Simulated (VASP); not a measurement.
Crystal: InSi2B3.

```xyz
6
Lattice="3.5870 0.0000 0.0000 -1.7935 3.1065 0.0000 0.0000 0.0000 7.6588" Properties=species:S:1:pos:R:3 pbc="T T T"
In    0.0000    0.0000    0.0000
Si    1.7935    1.0355    2.4312
Si    1.7935    1.0355    5.2276
B     0.0000    0.0000    3.8294
B     0.0000    2.0710    0.0000
B     0.0000    2.0710    3.8294
```

The cell was built from a structure type or drawn by symmetry, and may not be a known phase.

- Program: VASP 6.6.1
- Task: relaxation of cell and atoms
- Functional: PBE
- Potentials or basis: VASP PAW PBE potentials, release 64 (In_d, Si, B)
- Cutoff: 600 eV
- k mesh: 12 × 12 × 6
- Occupations: gaussian, width 0.1 eV
- Spin: no spin polarisation

At the start: pressure 0.3 GPa; volume 14.22 Å³/atom.

Task: Where does the relaxation end?

Result: Over 17 steps the energy falls by 7.2 meV/atom and the volume is 13.74 Å³/atom (-3.4 %); space group P-6m2 (No. 187, to 0.1 Å) before and after.

Step by step:
| step | energy change (eV) | largest force (eV/Å) | pressure (GPa) | volume (Å³) |
| --- | --- | --- | --- | --- |
| 1 | 0.0000 | 0.1824 | 0.26 | 85.34 |
| 2 | -0.0140 | 0.1235 | -0.48 | 85.62 |
| 3 | -0.0199 | 0.0900 | -1.26 | 85.92 |
| 4 | -0.0314 | 0.0325 | -0.27 | 84.54 |
| 5 | -0.0342 | 0.0802 | 0.91 | 83.19 |
| 6 | -0.0346 | 0.0399 | 0.55 | 83.59 |
| 7 | -0.0388 | 0.1020 | 0.42 | 83.16 |
| 8 | -0.0388 | 0.1286 | 0.34 | 82.81 |
| 9 | -0.0392 | 0.1158 | 0.37 | 82.99 |
| 10 | -0.0405 | 0.0515 | -0.43 | 83.54 |
| 11 | -0.0406 | 0.0628 | -0.29 | 83.44 |
| 12 | -0.0416 | 0.0462 | -0.21 | 83.24 |
| 13 | -0.0428 | 0.0082 | 0.01 | 82.70 |
| 14 | -0.0428 | 0.0034 | -0.01 | 82.74 |
| 15 | -0.0429 | 0.0060 | -0.06 | 82.69 |
| 16 | -0.0430 | 0.0104 | -0.13 | 82.61 |
| 17 | -0.0430 | 0.0040 | 0.00 | 82.45 |

Final structure:
```
CELL_PARAMETERS angstrom
3.64260 0.00000 0.00000
-1.82130 3.15458 0.00000
0.00000 0.00000 7.17534
ATOMIC_POSITIONS crystal
In 0.00000 0.00000 0.00000
Si 0.66667 0.33333 0.31872
Si 0.66667 0.33333 0.68128
B 0.00000 0.00000 0.50000
B 0.33333 0.66667 0.00000
B 0.33333 0.66667 0.50000
```
